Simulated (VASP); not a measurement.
# SnS (Pnma) in VASP: single point with PBE

Aim: the single point of SnS with PBE.

All numbers are computed with VASP 6.6.1; they aren't measurements. Logs are shortened: lines on timing, memory, paths and dates and some standing lists are left out, and cuts for length are marked.

### 1 The cell of the first run

Symmetry: Pnma, No. 62, orthorhombic system. The conventional cell has a = 11.542 Å, b = 4.129 Å, c = 4.325 Å, α = 90.00°, β = 90.00°, γ = 90.00°. Sn (site symmetry m) has 6 S at 2.64 to 3.54 Å and 2 Sn at 3.67 Å within 3.7 Å. Within 3.6 Å of S (site symmetry m) lie 6 Sn at 2.64 to 3.54 Å.

### 2 Single point, PBE (25.77 Å³/atom)

Contents of INCAR:

```
PREC = Accurate ; ENCUT = 500
EDIFF = 1E-6 ; ISMEAR = -1
SIGMA = 0.02 ; LREAL = F
LASPH = T ; NELM = 120
ALGO = Normal ; ISIF = 2
LWAVE = F ; LCHARG = T
GGA = PE ; LELF = T
LVHAR = T ; NBANDS = 50
GGA_COMPAT = F
```

Contents of KPOINTS:

```
Automatic mesh
0
Gamma
  4 11 10
```

Contents of POSCAR:

```
SnS
1.0
   11.5420171498      0.0000000000      0.0000000000
    0.0000000000      4.1294319308      0.0000000000
    0.0000000000      0.0000000000      4.3251975927
Sn S
4 4
Direct
    0.1239335096      0.2500000000      0.1157259274
    0.3760664904      0.7500000000      0.6157259274
    0.6239335096      0.2500000000      0.3842740726
    0.8760664904      0.7500000000      0.8842740726
    0.8495881975      0.2500000000      0.4808119602
    0.6504118025      0.7500000000      0.9808119602
    0.3495881975      0.2500000000      0.0191880398
    0.1504118025      0.7500000000      0.5191880398
```

Potentials or basis: VASP PAW PBE potentials, release 64 (Sn_d, S).

On the command line:

```bash
cat potpaw_PBE.64/Sn_d/POTCAR potpaw_PBE.64/S/POTCAR > POTCAR
mpirun -np 1 vasp_std > vasp.out
```

OUTCAR:

```text
PREC = Accurate
   ENCUT = 500
   EDIFF = 1E-6
   ISMEAR = -1
   LREAL = F
   LASPH = T
   NELM = 120
   ISIF = 2
   GGA = PE

 ion  position               nearest neighbor table
   1  0.124  0.250  0.116-   7 2.64   8 2.72   8 2.72   4 3.67   4 3.67
   2  0.376  0.750  0.616-   8 2.64   7 2.72   7 2.72   3 3.67   3 3.67
   3  0.624  0.250  0.384-   5 2.64   6 2.72   6 2.72   2 3.67   2 3.67
   4  0.876  0.750  0.884-   6 2.64   5 2.72   5 2.72   1 3.67   1 3.67
   5  0.850  0.250  0.481-   3 2.64   4 2.72   4 2.72
   6  0.650  0.750  0.981-   4 2.64   3 2.72   3 2.72
   7  0.350  0.250  0.019-   1 2.64   2 2.72   2 2.72
   8  0.150  0.750  0.519-   2 2.64   1 2.72   1 2.72

  LATTYP: Found a simple orthorhombic cell.
 ALAT       =     4.1294319308
 B/A-ratio  =     1.0474074074
 C/A-ratio  =     2.7950617284

  Lattice vectors:

 A1 = (   0.0000000000,   4.1294319308,   0.0000000000)
 A2 = (   0.0000000000,   0.0000000000,   4.3251975927)
 A3 = (  11.5420171498,   0.0000000000,   0.0000000000)

Analysis of symmetry for initial positions (statically):
=====================================================================
 Subroutine PRICEL returns:
 Original cell was already a primitive cell.

 Routine SETGRP: Setting up the symmetry group for a
 simple orthorhombic supercell.

 Subroutine GETGRP returns: Found  8 space group operations
 (whereof  2 operations were pure point group operations)
 out of a pool of  8 trial point group operations.

The static configuration has the point symmetry S_2 .
 The point group associated with its full space group is D_2h.

Analysis of symmetry for dynamics (positions and initial velocities):
=====================================================================
 Subroutine PRICEL returns:
 Original cell was already a primitive cell.

 Routine SETGRP: Setting up the symmetry group for a
 simple orthorhombic supercell.

 Subroutine GETGRP returns: Found  8 space group operations
 (whereof  2 operations were pure point group operations)
 out of a pool of  8 trial point group operations.

The dynamic configuration has the point symmetry S_2 .
 The point group associated with its full space group is D_2h.

 Subroutine INISYM returns: Found  8 space group operations
 (whereof  2 operations are pure point group operations),
 and found     1 'primitive' translations

----------------------------------------------------------------------------------------

                                     Primitive cell

  volume of cell :     206.1475

  direct lattice vectors                    reciprocal lattice vectors
    11.542017150  0.000000000  0.000000000     0.086639968  0.000000000  0.000000000
     0.000000000  4.129431931  0.000000000     0.000000000  0.242164060  0.000000000
     0.000000000  0.000000000  4.325197593     0.000000000  0.000000000  0.231203310

  length of vectors
    11.542017150  4.129431931  4.325197593     0.086639968  0.242164060  0.231203310

  position of ions in fractional coordinates (direct lattice)
     0.123933510  0.250000000  0.115725927
     0.376066490  0.750000000  0.615725927
     0.623933510  0.250000000  0.384274073
     0.876066490  0.750000000  0.884274073
     0.849588197  0.250000000  0.480811960
     0.650411803  0.750000000  0.980811960
     0.349588197  0.250000000  0.019188040
     0.150411803  0.750000000  0.519188040

  ion indices of the primitive-cell ions
   primitive index   ion index
                 1           1
                 2           2
                 3           3
                 4           4
                 5           5
                 6           6
                 7           7
                 8           8

----------------------------------------------------------------------------------------

 KPOINTS: Automatic mesh

Automatic generation of k-mesh.
 Grid dimensions read from file:
 generate k-points for:    4   11   10

 Generating k-lattice:

  Cartesian coordinates                     Fractional coordinates (reciprocal lattice)
     0.021659992  0.000000000  0.000000000     0.250000000  0.000000000  0.000000000
     0.000000000  0.022014915  0.000000000     0.000000000  0.090909091  0.000000000
     0.000000000  0.000000000  0.023120331     0.000000000  0.000000000  0.100000000

  Length of vectors
     0.021659992  0.022014915  0.023120331

  Shift w.r.t. Gamma in fractional coordinates (k-lattice)
     0.000000000  0.000000000  0.000000000

 Subroutine IBZKPT returns following result:
 ===========================================

 Found    108 irreducible k-points:

 Following reciprocal coordinates:
            Coordinates               Weight
  0.000000  0.000000  0.000000      1.000000
  0.250000  0.000000  0.000000      2.000000
  0.500000  0.000000  0.000000      1.000000
  0.000000  0.090909  0.000000      2.000000
  0.250000  0.090909  0.000000      4.000000
  0.500000  0.090909  0.000000      2.000000
[... 16 lines left out ...]
  0.250000  0.090909  0.100000      8.000000
  0.500000  0.090909  0.100000      4.000000
 [... further k-points ...]
   k-points           NKPTS =    108   k-points in BZ     NKDIM =    108   number of bands    NBANDS=     50
   number of dos      NEDOS =    301   number of ions     NIONS =      8
   total plane-waves  NPLWV =  80640
   dimension x,y,z NGX =    84 NGY =   30 NGZ =   32
   dimension x,y,z NGXF=   168 NGYF=   60 NGZF=   64
   ions per type =               4   4
   NGX,Y,Z   is equivalent  to a cutoff of  12.10, 12.08, 12.30 a.u.
   NGXF,Y,Z  is equivalent  to a cutoff of  24.20, 24.16, 24.60 a.u.
 SYSTEM =  unknown system
   PREC   = accura    normal or accurate (medium, high low for compatibility)
   ISTART =      0    job   : 0-new  1-cont  2-samecut
   ICHARG =      2    charge: 1-file 2-atom 10-const
   ISPIN  =      1    spin polarized calculation?
   LNONCOLLINEAR =      F non collinear calculations
   LSORBIT =      F    spin-orbit coupling
   LASPH  =      T    aspherical Exc in radial PAW
   ENCUT  =  500.0 eV  36.75 Ry    6.06 a.u.  21.04  7.53  7.89*2*pi/ulx,y,z
   NELM   =    120;   NELMIN=  2; NELMDL= -5     # of ELM steps
   EDIFF  = 0.1E-05   stopping-criterion for ELM
   LREAL  =      F    real-space projection
   EDIFFG = 0.1E-04   stopping-criterion for IOM
   NSW    =      0    number of steps for IOM
   IBRION =     -1    ionic relax: 0-MD 1-quasi-New 2-CG
   NFREE  =      0    steps in history (QN), initial steepest desc. (CG)
   ISIF   =      2    stress and relaxation
   ISYM   =      2    0-nonsym 1-usesym 2-fastsym
   POTIM  = 0.5000    time-step for ionic-motion
   TEBEG  =    0.0;   TEEND  =   0.0 temperature during run
   PSTRESS=    0.0 pullay stress
   NELECT =      80.0000    total number of electrons
   NUPDOWN=      -1.0000    fix difference up-down
   EMIN   =  10.00;   EMAX   =-10.00  energy-range for DOS
   EFERMI =   0.00;   METHOD = LEGACY
   ISMEAR =    -1;   SIGMA  =   0.02  broadening in eV -4-tet -1-fermi 0-gaus
   EFERMI_NEDOS =   21; number of points for ismear=-14 and -15
   IALGO  =     38    algorithm
   IMIX   =      4    mixing-type and parameters
     AMIX     =   0.40;   BMIX     =  1.00
     AMIX_MAG =   1.60;   BMIX_MAG =  1.00
  volume/ion in A,a.u.               =      25.77       173.89
  Fermi-wavevector in a.u.,A,eV,Ry     =   1.194113  2.256547 19.400634  1.425906
  Thomas-Fermi vector in A             =   2.330111
   LORBIT       =      0    0 simple, 1 ext, 2 COOP (PROOUT), +10 PAW based schemes
   GGA     = PE    functional components
   LHFCALC =     F    Hartree Fock is set to
   AEXX    =    0.0000 exact exchange contribution
   IVDW    =     0    specifies the selected vdW correction
   LEPSILON=     F    determine dielectric tensor
   LRPA    =     F    only Hartree local field effects (RPA)
 non-spin polarized calculation
  energy-cutoff  :      500.00
  volume of cell :      206.15
 maximum number of plane-waves:      5296
   NGX = 43   NGY = 15   NGZ = 15

 number of electron      79.9999966 magnetization

 Free energy of the ion-electron system (eV)
  ---------------------------------------------------
  ext. energy  EPLUGINS =         0.00000000
  ---------------------------------------------------
  free energy    TOTEN  =       -35.43967940 eV

  energy without entropy =      -35.43967940  energy(sigma->0) =      -35.43967940

 E-fermi :   5.6418     XC(G=0):  -9.5408

 val. band max:        5.2431477374   @ k =   0.0000   0.0000   0.4000
 cond. band min:       6.4303168206   @ k =   0.0000   0.3636   0.0000
 fundamental gap:      1.1871690832
 Fermi energy:         5.6417523706

 k-point     1 :       0.0000    0.0000    0.0000
  band No.  band energies     occupation
      1     -15.7639      2.00000
      2     -15.7597      2.00000
      3     -15.7522      2.00000
      4     -15.7518      2.00000
      5     -15.7496      2.00000
      6     -15.7465      2.00000
[... 42 lines left out ...]
     49      10.3738      0.00000
     50      10.5378      0.00000

 k-point     2 :       0.2500    0.0000    0.0000
  band No.  band energies     occupation
      1     -15.7630      2.00000
      2     -15.7600      2.00000
      3     -15.7525      2.00000
      4     -15.7523      2.00000
      5     -15.7493      2.00000
      6     -15.7473      2.00000
[... 42 lines left out ...]
     49      10.5422      0.00000
     50      10.6134      0.00000

 k-point     3 :       0.5000    0.0000    0.0000
  band No.  band energies     occupation
      1     -15.7612      2.00000
      2     -15.7612      2.00000
      3     -15.7528      2.00000
      4     -15.7528      2.00000
      5     -15.7485      2.00000
      6     -15.7485      2.00000
[... 42 lines left out ...]
     49      10.5126      0.00000
     50      10.5204      0.00000

 k-point     4 :       0.0000    0.0909    0.0000
  band No.  band energies     occupation
      1     -15.7623      2.00000
      2     -15.7585      2.00000
      3     -15.7511      2.00000
      4     -15.7506      2.00000
      5     -15.7504      2.00000
      6     -15.7473      2.00000
[... 999 lines left out ...]
 k-point    23 :       0.2500    0.0909    0.1000
  band No.  band energies     occupation
      1     -15.7611      2.00000
      2     -15.7582      2.00000
      3     -15.7510      2.00000
      4     -15.7508      2.00000
      5     -15.7507      2.00000
      6     -15.7489      2.00000
[... 42 lines left out ...]
     49      10.2121      0.00000
     50      10.5462      0.00000

 k-point    24 :       0.5000    0.0909    0.1000
  band No.  band energies     occupation
      1     -15.7594      2.00000
      2     -15.7594      2.00000
      3     -15.7512      2.00000
      4     -15.7512      2.00000
      5     -15.7500      2.00000
      6     -15.7500      2.00000
[... 42 lines left out ...]
     49      10.5449      0.00000
     50      10.5879      0.00000

 [... further k-points ...]

------------------------ aborting loop because EDIFF is reached ----------------------------------------

  FORCE on cell =-STRESS in cart. coord.  units (eV):
  Direction    XX          YY          ZZ          XY          YZ          ZX
  --------------------------------------------------------------------------------------
  -------------------------------------------------------------------------------------
  Total       -0.2069273     -1.5279418     -0.0432953      0.0000000     -0.0000000      0.0000000
  in kB       -1.6082380    -11.8751586     -0.3364908      0.0000000     -0.0000000      0.0000000
  external PRESSURE =      -4.6066291 kB  Pullay stress =       0.0000000 kB

 VOLUME and BASIS-vectors are now :
 -----------------------------------------------------------------------------
  energy-cutoff  :      500.00
  volume of cell :      206.15
      direct lattice vectors                 reciprocal lattice vectors
    11.542017150  0.000000000  0.000000000     0.086639968  0.000000000  0.000000000
     0.000000000  4.129431931  0.000000000     0.000000000  0.242164060  0.000000000
     0.000000000  0.000000000  4.325197593     0.000000000  0.000000000  0.231203310

 POSITION                                       TOTAL-FORCE (eV/Angst)
 -----------------------------------------------------------------------------------
      1.43044      1.03236      0.50054        -0.007034     -0.000000      0.005681
      4.34057      3.09707      2.66314         0.007034     -0.000000      0.005681
      7.20145      1.03236      1.66206        -0.007034     -0.000000     -0.005681
     10.11157      3.09707      3.82466         0.007034      0.000000     -0.005681
      9.80596      1.03236      2.07961         0.003315     -0.000000      0.007400
      7.50706      3.09707      4.24221        -0.003315     -0.000000      0.007400
      4.03495      1.03236      0.08299         0.003315     -0.000000     -0.007400
      1.73606      3.09707      2.24559        -0.003315      0.000000     -0.007400
 -----------------------------------------------------------------------------------
    total drift:                               -0.000000     -0.000000      0.000000

  FREE ENERGIE OF THE ION-ELECTRON SYSTEM (eV)
  ---------------------------------------------------
  free  energy   TOTEN  =       -35.4396794037 eV

  energy  without entropy=      -35.4396794037  energy(sigma->0) =      -35.43967940
```

Wall time 9.1 min (1 thread of Intel Xeon 6975P-C (Granite Rapids), shared host); peak memory 0.8 GiB.

What came out:

- Free energy: -35.4397 eV
- Pressure: -0.5 GPa
- Largest force: 0.009 eV/Å
- Band gap on the k mesh: 1.19 eV (least direct gap 1.22 eV)

Forces in eV/Å, atoms in the order of the input:
```
Sn  -0.007  0.000  0.006
Sn   0.007  0.000  0.006
Sn  -0.007  0.000 -0.006
Sn   0.007  0.000 -0.006
S    0.003  0.000  0.007
S   -0.003  0.000  0.007
S    0.003  0.000 -0.007
S   -0.003  0.000 -0.007
```

Stress tensor (GPa, compression positive):
```
-0.16  0.00  0.00
 0.00 -1.19  0.00
 0.00  0.00 -0.03
```

Levels at points of the mesh, in eV from the valence-band top:
| k point | band 38 | band 39 | band 40 | band 41 | band 42 | band 43 |
| --- | --- | --- | --- | --- | --- | --- |
| (0.00, 0.00, 0.00) | -1.04 | -0.38 | -0.34 | 1.22 | 3.17 | 3.27 |
| (0.50, 0.00, 0.00) | -1.74 | -0.33 | -0.33 | 2.79 | 2.79 | 3.03 |
| (0.00, 0.00, 0.50) | -0.66 | -0.06 | -0.06 | 1.61 | 1.61 | 2.00 |
| (0.50, 0.00, 0.50) | -0.52 | -0.03 | -0.03 | 1.60 | 1.60 | 1.95 |

Caveat: spin-orbit coupling is left out, which moves the levels of the heavy elements. A k mesh can miss the band edges.
